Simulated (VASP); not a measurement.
# NaS5: relaxation of cell and atoms with PBE

NaS5:

```xyz
6
Lattice="6.5192 0.0000 0.0000 -3.2596 5.6458 0.0000 0.0000 0.0000 3.3920" Properties=species:S:1:pos:R:3 pbc="T T T"
Na    0.0000    0.0000    0.0000
S     0.0000    3.7638    0.0000
S     3.2596    1.8819    0.0000
S     3.2596    0.0000    1.6960
S     1.6298    2.8229    1.6960
S    -1.6298    2.8229    1.6960
```

The cell was generated, and may not be a known phase.

```yaml
Program: VASP 6.6.1
Task: relaxation of cell and atoms
Functional: PBE
Potentials_or_basis: VASP PAW PBE potentials, release 64 (Na_pv, S)
Cutoff: 600 eV
k_mesh: 6 × 6 × 12
Occupations: gaussian, width 0.1 eV
Spin: no spin polarisation
Dipole_correction: no
Further_INCAR_settings: ALGO = Normal; EDIFF = 1e-07; IBRION = 2; EDIFFG = -0.01; NSW = 100; ISIF = 3
```

```json
{"Relaxed volume": "20.70 Å³/atom", "Relaxed cell": "a = 6.510 Å, b = 6.510 Å, c = 3.384 Å, α = 90.00°, β = 90.00°, γ = 120.00°", "Space group after relaxing (to 0.1 Å)": "P6/mmm (No. 191)", "Energy gained by relaxing": "0.1 meV/atom", "Ionic steps": "2", "Pressure after relaxing": "0.0 GPa", "Band gap on the k mesh": "zero (an odd number of electrons rules out a gap without spin polarisation)"}
```

Step by step:
```tsv
step	energy change (eV)	largest force (eV/Å)	pressure (GPa)	volume (Å³)
1	0.0000	0.0000	-0.27	124.84
2	-0.0005	0.0000	0.02	124.22
```

Final structure:
```yaml
crystal:
  lattice:
    - [6.51031, 0.00000, 0.00000]
    - [-3.25516, 5.63810, 0.00000]
    - [0.00000, 0.00000, 3.38423]
  atoms:
    - { symbol: Na, position: [0.00000, 0.00000, 0.00000] }
    - { symbol: S, position: [0.33333, 0.66667, 0.00000] }
    - { symbol: S, position: [0.66667, 0.33333, 0.00000] }
    - { symbol: S, position: [0.50000, 0.00000, 0.50000] }
    - { symbol: S, position: [0.50000, 0.50000, 0.50000] }
    - { symbol: S, position: [0.00000, 0.50000, 0.50000] }
```

Levels at points of the mesh, in eV from the Fermi level:
| k point | band 16 | band 17 | band 18 | band 19 | band 20 | band 21 | band 22 |
| --- | --- | --- | --- | --- | --- | --- | --- |
| (0.00, 0.00, 0.00) | -1.60 | -1.53 | -1.39 | -1.39 | -0.89 | 0.34 | 2.74 |
| (0.50, 0.00, 0.00) | -1.47 | -1.40 | -0.60 | 0.40 | 0.76 | 1.46 | 1.76 |
| (0.00, 0.00, 0.50) | -1.74 | -1.29 | -0.81 | -0.81 | -0.40 | 2.49 | 2.49 |
| (0.50, 0.00, 0.50) | -2.51 | -2.10 | -0.61 | 0.62 | 0.88 | 1.47 | 1.77 |

Wall time 2.6 min on 1 thread of Intel(R) Xeon(R) Platinum 8488C (Sapphire Rapids) (shared host), peak memory 0.35 GiB.

Caveat: an odd number of electrons without spin polarisation forces a metal; a magnetic or distorted state may lie lower.
